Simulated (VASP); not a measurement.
# AlN (AlN (P6_3mc)) (P6_3mc) in VASP: single point with PBE

Aim: the single point of AlN (AlN (P6_3mc)) with PBE.

Program: VASP 6.6.1. These are calculated values, not measurements. Logs are shortened: lines on timing, memory, paths and dates and some standing lists are left out, and cuts for length are marked.

**1. The cell of the first run**

The structure is hexagonal, space group P6_3mc (No. 186). The conventional cell has a = 3.130 Å, b = 3.130 Å, c = 5.017 Å, α = 90.00°, β = 90.00°, γ = 120.00°. Al (site symmetry 3m) has 4 N at 1.90 to 1.91 Å within 2.5 Å. N (site symmetry 3m) has 4 Al at 1.90 to 1.91 Å within 2.5 Å.

**2. Single point, PBE**

INCAR reads:

```
SYSTEM = AlN
PREC     = Accurate       ! precision mode
ENCUT    = 520            ! plane-wave cutoff, eV
EDIFF    = 1E-6           ! SCF threshold, eV
ISMEAR   = -1             ! smearing method
SIGMA    = 0.01           ! smearing width, eV
LREAL    = Auto         
LASPH    = .TRUE.         ! aspherical terms in the spheres
NELM     = 60             ! most SCF steps
ALGO     = Normal         ! electronic algorithm
ISIF     = 2              ! what is computed and relaxed
LWAVE    = .FALSE.        ! write WAVECAR
LCHARG   = .TRUE.         ! write CHGCAR
GGA      = PE             ! functional
LELF     = .TRUE.         ! ELF
LVHAR    = .TRUE.       
NBANDS   = 46             ! bands
```

KPOINTS reads:

```
regular mesh
0
G
  2 2 3
  0 0 0
```

POSCAR reads:

```
AlN
1.0
    6.2595139158      0.0000000595      0.0000000000
   -3.1297570058      5.4208980345      0.0000000000
    0.0000000000      0.0000000000      5.0174032967
Al N
8 8
Direct
    0.3333333333      0.1666666667      0.4992353700
    0.1666666667      0.3333333333      0.9992353700
    0.3333333333      0.6666666667      0.4992353700
    0.1666666667      0.8333333333      0.9992353700
    0.8333333333      0.1666666667      0.4992353700
    0.6666666667      0.3333333333      0.9992353700
    0.8333333333      0.6666666667      0.4992353700
    0.6666666667      0.8333333333      0.9992353700
    0.3333333333      0.1666666667      0.8807646300
    0.1666666667      0.3333333333      0.3807646300
    0.3333333333      0.6666666667      0.8807646300
    0.1666666667      0.8333333333      0.3807646300
    0.8333333333      0.1666666667      0.8807646300
    0.6666666667      0.3333333333      0.3807646300
    0.8333333333      0.6666666667      0.8807646300
    0.6666666667      0.8333333333      0.3807646300
```

Potentials or basis: VASP PAW PBE potentials, release 64 (Al, N).

Command:

```console
$ cat potpaw_PBE.64/Al/POTCAR potpaw_PBE.64/N/POTCAR > POTCAR
$ mpirun -np 1 vasp_std > vasp.out
```

OUTCAR:

```text
SYSTEM = AlN
   PREC = Accurate
   ENCUT = 520
   EDIFF = 1E-6
   ISMEAR = -1
   LREAL = Auto
   LASPH = .TRUE.
   NELM = 60
   ISIF = 2
   GGA = PE

 ion  position               nearest neighbor table
   1  0.333  0.167  0.499-  10 1.90  12 1.90  14 1.90   9 1.91   2 3.09   2 3.09   4 3.09   4 3.09
                             6 3.09   6 3.09   3 3.13   3 3.13   7 3.13   7 3.13   5 3.13   5 3.13
   2  0.167  0.333  0.999-   9 1.90  11 1.90  13 1.90  10 1.91   1 3.09   1 3.09   3 3.09   3 3.09
                             5 3.09   5 3.09   4 3.13   4 3.13   8 3.13   8 3.13   6 3.13   6 3.13
   3  0.333  0.667  0.499-  12 1.90  10 1.90  16 1.90  11 1.91   4 3.09   4 3.09   2 3.09   2 3.09
                             8 3.09   8 3.09   1 3.13   1 3.13   5 3.13   5 3.13   7 3.13   7 3.13
   4  0.167  0.833  0.999-  11 1.90   9 1.90  15 1.90  12 1.91   3 3.09   3 3.09   1 3.09   1 3.09
                             7 3.09   7 3.09   2 3.13   2 3.13   6 3.13   6 3.13   8 3.13   8 3.13
   5  0.833  0.167  0.499-  14 1.90  16 1.90  10 1.90  13 1.91   6 3.09   6 3.09   8 3.09   8 3.09
                             2 3.09   2 3.09   7 3.13   7 3.13   3 3.13   3 3.13   1 3.13   1 3.13
   6  0.667  0.333  0.999-  13 1.90  15 1.90   9 1.90  14 1.91   5 3.09   5 3.09   7 3.09   7 3.09
                             1 3.09   1 3.09   8 3.13   8 3.13   4 3.13   4 3.13   2 3.13   2 3.13
   7  0.833  0.667  0.499-  16 1.90  14 1.90  12 1.90  15 1.91   8 3.09   8 3.09   6 3.09   6 3.09
                             4 3.09   4 3.09   5 3.13   5 3.13   1 3.13   1 3.13   3 3.13   3 3.13
   8  0.667  0.833  0.999-  15 1.90  13 1.90  11 1.90  16 1.91   7 3.09   7 3.09   5 3.09   5 3.09
                             3 3.09   3 3.09   6 3.13   6 3.13   2 3.13   2 3.13   4 3.13   4 3.13
   9  0.333  0.167  0.881-   2 1.90   4 1.90   6 1.90   1 1.91
  10  0.167  0.333  0.381-   1 1.90   3 1.90   5 1.90   2 1.91
  11  0.333  0.667  0.881-   4 1.90   2 1.90   8 1.90   3 1.91
  12  0.167  0.833  0.381-   3 1.90   1 1.90   7 1.90   4 1.91
  13  0.833  0.167  0.881-   6 1.90   8 1.90   2 1.90   5 1.91
  14  0.667  0.333  0.381-   5 1.90   7 1.90   1 1.90   6 1.91
  15  0.833  0.667  0.881-   8 1.90   6 1.90   4 1.90   7 1.91
  16  0.667  0.833  0.381-   7 1.90   5 1.90   3 1.90   8 1.91

  LATTYP: Found a hexagonal cell.
 ALAT       =     6.2595139158
 C/A-ratio  =     0.8015643649

  Lattice vectors:

 A1 = (   6.2595139158,   0.0000000595,   0.0000000000)
 A2 = (  -3.1297570058,   5.4208980345,   0.0000000000)
 A3 = (   0.0000000000,   0.0000000000,   5.0174032967)

Analysis of symmetry for initial positions (statically):
=====================================================================
 Subroutine PRICEL returns following result:

  LATTYP: Found a hexagonal cell.
 ALAT       =     3.1297569579
 C/A-ratio  =     1.6031287299

  Lattice vectors:

 A1 = (   3.1297569579,   0.0000000297,   0.0000000000)
 A2 = (  -1.5648785029,   2.7104490173,   0.0000000000)
 A3 = (   0.0000000000,   0.0000000000,   5.0174032967)

   4 primitive cells build up your supercell.

 Routine SETGRP: Setting up the symmetry group for a
 hexagonal supercell.

 Subroutine GETGRP returns: Found 12 space group operations
 (whereof  6 operations were pure point group operations)
 out of a pool of 24 trial point group operations.

The static configuration has the point symmetry C_3v.
 The point group associated with its full space group is C_6v.

Analysis of symmetry for dynamics (positions and initial velocities):
=====================================================================
 Subroutine PRICEL returns following result:

  LATTYP: Found a hexagonal cell.
 ALAT       =     3.1297569579
 C/A-ratio  =     1.6031287299

  Lattice vectors:

 A1 = (   3.1297569579,   0.0000000297,   0.0000000000)
 A2 = (  -1.5648785029,   2.7104490173,   0.0000000000)
 A3 = (   0.0000000000,   0.0000000000,   5.0174032967)

   4 primitive cells build up your supercell.

 Routine SETGRP: Setting up the symmetry group for a
 hexagonal supercell.

 Subroutine GETGRP returns: Found 12 space group operations
 (whereof  6 operations were pure point group operations)
 out of a pool of 24 trial point group operations.

The dynamic configuration has the point symmetry C_3v.
 The point group associated with its full space group is C_6v.

 Subroutine INISYM returns: Found 12 space group operations
 (whereof  6 operations are pure point group operations),
 and found     4 'primitive' translations

----------------------------------------------------------------------------------------

                                     Primitive cell

  volume of cell :      42.5629

  direct lattice vectors                    reciprocal lattice vectors
     3.129756958  0.000000030  0.000000000     0.319513626  0.184471282  0.000000000
    -1.564878503  2.710449017  0.000000000    -0.000000004  0.368942558  0.000000000
     0.000000000  0.000000000  5.017403297     0.000000000  0.000000000  0.199306283

  length of vectors
     3.129756958  3.129756956  5.017403297     0.368942558  0.368942558  0.199306283

  position of ions in fractional coordinates (direct lattice)
     0.666666667  0.333333333  0.499235370
     0.333333333  0.666666667  0.999235370
     0.666666667  0.333333333  0.880764630
     0.333333333  0.666666667  0.380764630

  ion indices of the primitive-cell ions
   primitive index   ion index
                 1           1
                 2           2
                 3           9
                 4          10

----------------------------------------------------------------------------------------

 KPOINTS: regular mesh

Automatic generation of k-mesh.
 Grid dimensions read from file:
 generate k-points for:    2    2    3

 Generating k-lattice:

  Cartesian coordinates                     Fractional coordinates (reciprocal lattice)
     0.079878407  0.046117820  0.000000000     0.500000000  0.000000000  0.000000000
    -0.000000001  0.092235640  0.000000000     0.000000000  0.500000000  0.000000000
     0.000000000  0.000000000  0.066435428     0.000000000  0.000000000  0.333333333

  Length of vectors
     0.092235640  0.092235640  0.066435428

  Shift w.r.t. Gamma in fractional coordinates (k-lattice)
     0.000000000  0.000000000  0.000000000

 Subroutine IBZKPT returns following result:
 ===========================================

 Found      4 irreducible k-points:

 Following reciprocal coordinates:
            Coordinates               Weight
  0.000000  0.000000  0.000000      1.000000
  0.500000  0.000000  0.000000      3.000000
  0.000000  0.000000  0.333333      2.000000
  0.500000  0.000000  0.333333      6.000000
   k-points           NKPTS =      4   k-points in BZ     NKDIM =      4   number of bands    NBANDS=     46
   number of dos      NEDOS =    301   number of ions     NIONS =     16
   total plane-waves  NPLWV =  92160
   dimension x,y,z NGX =    48 NGY =   48 NGZ =   40
   dimension x,y,z NGXF=    96 NGYF=   96 NGZF=   80
   ions per type =               8   8
   NGX,Y,Z   is equivalent  to a cutoff of  12.75, 12.75, 13.25 a.u.
   NGXF,Y,Z  is equivalent  to a cutoff of  25.50, 25.50, 26.51 a.u.
 SYSTEM =  AlN
   PREC   = accura    normal or accurate (medium, high low for compatibility)
   ISTART =      0    job   : 0-new  1-cont  2-samecut
   ICHARG =      2    charge: 1-file 2-atom 10-const
   ISPIN  =      1    spin polarized calculation?
   LNONCOLLINEAR =      F non collinear calculations
   LSORBIT =      F    spin-orbit coupling
   LASPH  =      T    aspherical Exc in radial PAW
   ENCUT  =  520.0 eV  38.22 Ry    6.18 a.u.  11.64 11.64  9.33*2*pi/ulx,y,z
   NELM   =     60;   NELMIN=  2; NELMDL= -5     # of ELM steps
   EDIFF  = 0.1E-05   stopping-criterion for ELM
   LREAL  =      T    real-space projection
   EDIFFG = 0.1E-04   stopping-criterion for IOM
   NSW    =      0    number of steps for IOM
   IBRION =     -1    ionic relax: 0-MD 1-quasi-New 2-CG
   NFREE  =      0    steps in history (QN), initial steepest desc. (CG)
   ISIF   =      2    stress and relaxation
   ISYM   =      2    0-nonsym 1-usesym 2-fastsym
   POTIM  = 0.5000    time-step for ionic-motion
   TEBEG  =    0.0;   TEEND  =   0.0 temperature during run
   PSTRESS=    0.0 pullay stress
   NELECT =      64.0000    total number of electrons
   NUPDOWN=      -1.0000    fix difference up-down
   EMIN   =  10.00;   EMAX   =-10.00  energy-range for DOS
   EFERMI =   0.00;   METHOD = LEGACY
   ISMEAR =    -1;   SIGMA  =   0.01  broadening in eV -4-tet -1-fermi 0-gaus
   EFERMI_NEDOS =   21; number of points for ismear=-14 and -15
   IALGO  =     38    algorithm
   IMIX   =      4    mixing-type and parameters
     AMIX     =   0.40;   BMIX     =  1.00
     AMIX_MAG =   1.60;   BMIX_MAG =  1.00
  volume/ion in A,a.u.               =      10.64        71.81
  Fermi-wavevector in a.u.,A,eV,Ry     =   1.181511  2.232733 18.993310  1.395969
  Thomas-Fermi vector in A             =   2.317783
   LORBIT       =      0    0 simple, 1 ext, 2 COOP (PROOUT), +10 PAW based schemes
   GGA     = PE    functional components
   LHFCALC =     F    Hartree Fock is set to
   AEXX    =    0.0000 exact exchange contribution
   IVDW    =     0    specifies the selected vdW correction
   LEPSILON=     F    determine dielectric tensor
   LRPA    =     F    only Hartree local field effects (RPA)
 non-spin polarized calculation
  energy-cutoff  :      520.00
  volume of cell :      170.25
 maximum number of plane-waves:      4626
 NGX is ok and might be reduce to    48
   NGX = 23   NGY = 23   NGZ = 19

 number of electron      63.9999991 magnetization

 Free energy of the ion-electron system (eV)
  ---------------------------------------------------
  ext. energy  EPLUGINS =         0.00000000
  ---------------------------------------------------
  free energy    TOTEN  =      -118.99133887 eV

  energy without entropy =     -118.99133887  energy(sigma->0) =     -118.99133887

 E-fermi :   6.2051     XC(G=0): -10.8253

 val. band max:        5.9818190101   @ k =   0.0000   0.0000   0.0000
 cond. band min:      10.0241780912   @ k =   0.0000   0.0000   0.0000
 fundamental gap:      4.0423590812
 Fermi energy:         6.2051496523

 k-point     1 :       0.0000    0.0000    0.0000
  band No.  band energies     occupation
      1      -9.0909      2.00000
      2      -7.1738      2.00000
      3      -7.1738      2.00000
      4      -7.1738      2.00000
      5      -7.0042      2.00000
      6      -6.4974      2.00000
[... 36 lines left out ...]
     43      14.0008      0.00000
     44      16.1248      0.00000

 k-point     2 :       0.5000    0.0000    0.0000
  band No.  band energies     occupation
      1      -8.3584      2.00000
      2      -8.3584      2.00000
      3      -7.2649      2.00000
      4      -7.2649      2.00000
      5      -6.6429      2.00000
      6      -6.6429      2.00000
[... 36 lines left out ...]
     43      14.7510      0.00000
     44      14.7510      0.00000

 k-point     3 :       0.0000    0.0000    0.3333
  band No.  band energies     occupation
      1      -8.6861      2.00000
      2      -7.6820      2.00000
      3      -6.9892      2.00000
      4      -6.9892      2.00000
      5      -6.9892      2.00000
      6      -6.6454      2.00000
[... 36 lines left out ...]
     43      14.9051      0.00000
     44      15.6079      0.00000

 k-point     4 :       0.5000    0.0000    0.3333
  band No.  band energies     occupation
      1      -8.0036      2.00000
      2      -8.0036      2.00000
      3      -7.1637      2.00000
      4      -7.1637      2.00000
      5      -7.0511      2.00000
      6      -7.0511      2.00000
[... 36 lines left out ...]
     43      14.7088      0.00000
     44      14.7088      0.00000
 [bands above 44 left out]

------------------------ aborting loop because EDIFF is reached ----------------------------------------

  FORCE on cell =-STRESS in cart. coord.  units (eV):
  Direction    XX          YY          ZZ          XY          YZ          ZX
  --------------------------------------------------------------------------------------
  -------------------------------------------------------------------------------------
  Total       -0.0981859     -0.0981859     -0.4272354     -0.0000000      0.0000000      0.0000000
  in kB       -0.9239937     -0.9239937     -4.0205642     -0.0000000      0.0000000      0.0000000
  external PRESSURE =      -1.9561839 kB  Pullay stress =       0.0000000 kB

 VOLUME and BASIS-vectors are now :
 -----------------------------------------------------------------------------
  energy-cutoff  :      520.00
  volume of cell :      170.25
      direct lattice vectors                 reciprocal lattice vectors
     6.259513916  0.000000059  0.000000000     0.159756813  0.092235641  0.000000000
    -3.129757006  5.420898035  0.000000000    -0.000000002  0.184471279  0.000000000
     0.000000000  0.000000000  5.017403297     0.000000000  0.000000000  0.199306283

 POSITION                                       TOTAL-FORCE (eV/Angst)
 -----------------------------------------------------------------------------------
      1.56488      0.90348      2.50487         0.000000     -0.000000     -0.012269
     -0.00000      1.80697      5.01357         0.000000      0.000000     -0.012269
     -0.00000      3.61393      2.50487         0.000000      0.000000     -0.012269
     -1.56488      4.51742      5.01357         0.000000      0.000000     -0.012269
      4.69464      0.90348      2.50487         0.000000      0.000000     -0.012269
      3.12976      1.80697      5.01357         0.000000      0.000000     -0.012269
[... 8 lines left out ...]
      3.12976      3.61393      4.41915         0.000000      0.000000      0.012269
      1.56488      4.51742      1.91045        -0.000000     -0.000000      0.012269
 -----------------------------------------------------------------------------------
    total drift:                               -0.000000     -0.000000      0.035526

  FREE ENERGIE OF THE ION-ELECTRON SYSTEM (eV)
  ---------------------------------------------------
  free  energy   TOTEN  =      -118.9913388685 eV

  energy  without entropy=     -118.9913388685  energy(sigma->0) =     -118.99133887
```

Run time: 70 s. Hardware: 1 thread of AMD EPYC 7R13 (Zen 3), shared host; peak memory 0.26 GiB.

Results:

```
Free energy            : -118.9913 eV
Pressure               : -0.2 GPa
Largest force          : 0.012 eV/Å
Band gap on the k mesh : 4.04 eV
```

Forces in eV/Å, atoms in the order of the input:
```
Al   0.000  0.000 -0.012
Al   0.000  0.000 -0.012
Al   0.000  0.000 -0.012
Al   0.000  0.000 -0.012
Al   0.000  0.000 -0.012
Al   0.000  0.000 -0.012
Al   0.000  0.000 -0.012
Al   0.000  0.000 -0.012
N    0.000  0.000  0.012
N    0.000  0.000  0.012
N    0.000  0.000  0.012
N    0.000  0.000  0.012
N    0.000  0.000  0.012
N    0.000  0.000  0.012
N    0.000  0.000  0.012
N    0.000  0.000  0.012
```

Caveat: the k points lie up to 0.58 Å⁻¹ apart. PBE gaps usually lie below the measured ones, often by a third to a half.
